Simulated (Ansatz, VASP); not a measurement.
# Li: VASP beside Ansatz

Contents of INCAR:

```
SYSTEM = Li
PREC = Accurate
ENCUT = 520
EDIFF = 1E-6
ISMEAR = 0
SIGMA = 0.15
LREAL = .FALSE.
LASPH = .TRUE.
NELM = 60
ALGO = Fast
ISIF = 2
LWAVE = .FALSE.
LCHARG = .FALSE.
GGA = PE
IVDW = 12
NBANDS = 10
```

Contents of KPOINTS:

```
Automatic mesh
0
G
  16 16 12
  0 0 0
```

File POSCAR:

```
Li
1.0
    0.0000000000     -2.0886081792     -2.0886081792
    0.0000000000      2.0886081792     -2.0886081792
    4.1772163584      0.0000000000      0.0000000000
Li
2
Direct
    0.6220908749      0.4593030417      0.5000000000
   -0.1220908749      0.0406969583      0.0000000000
```

Input for Ansatz:

```yaml
crystal:
  lattice:
    - [0.0, -2.0886081792, -2.0886081792]
    - [0.0, 2.0886081792, -2.0886081792]
    - [4.1772163584, 0.0, 0.0]
  atoms:
    - { symbol: Li, position: [0.6220908749, 0.4593030417, 0.5] }
    - { symbol: Li, position: [-0.1220908749, 0.0406969583, 0.0] }
basis:
  ecutwfc: 520.0
kpoints:
  mp_grid: { grid: [16, 16, 12] }
hamiltonian:
  xc: pbe
  dispersion: d3bj
scf:
  occupations: { method: gaussian, width: 0.15 }
output:
  forces: true
  stress: true
  eigenvalues: true
```

Change from the starting cell: mode 4 frozen in at -0.340 Å and mode 5 at -0.170 Å (largest displacements).

Alike in both runs: task single point; functional PBE; dispersion D3(BJ); k mesh 16 × 16 × 12; occupations gaussian, width 0.15 eV; no spin polarisation.

|  | VASP | Ansatz |
| --- | --- | --- |
| version | VASP 6.6.1 | Ansatz 0.2.0 |
| potentials or method | VASP PAW PBE potentials, release 64 (Li_sv), cutoff 520 eV | scalar-relativistic, plane waves, PAW |
| valence electrons in the cell | 6 | 6 |

|  | VASP | Ansatz | Ansatz less VASP |
| --- | --- | --- | --- |
| gap on the k mesh at the Fermi level (eV) | none | none | - |
| rms of the force components (eV/Å) | 0.270 | 0.270 | -0.0005 |

Atom by atom the forces differ by 0.001 eV/Å (rms over components). A gap of «none» marks a metal or a gap that the smearing closes.

Noted on VASP's run: the cutoff is short for stress, so the pressure is rough.
